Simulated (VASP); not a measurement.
Runs of VASP 6.6.1 on Sb. The structure is that of space group Pm-3m (No. 221), or close to it. The cells are those of the table. 

```tsv
cell	gap on the mesh (eV)	pressure (GPa)
a = 3.139 Å, 1 atom	none	-5.0
a = 3.181 Å, 1 atom	none	-6.5
a = 3.117 Å, 1 atom	none	(a)
a = 3.095 Å, 1 atom	none	-2.9
a = 3.160 Å, 1 atom	none	(b)
a = 3.222 Å, 1 atom	none	-7.7
a = 3.202 Å, 1 atom	none	-7.1
```

Alike in all rows: task single point; level LDA; potentials or basis VASP PAW LDA potentials, release 64 (Sb); no spin polarisation; k mesh 7 × 7 × 7; cutoff (eV) 500; smearing fermi-dirac 0.1 eV.

Question: Fill in the values left out.

Answer: (a) -4.0; (b) -5.8.

Caveats: spin-orbit coupling is left out, which moves the levels of the heavy elements.

A k mesh can miss the band edges, and the runs leave out spin-orbit coupling on Sb.

A gap of «none» marks levels without a gap at the run's occupations.
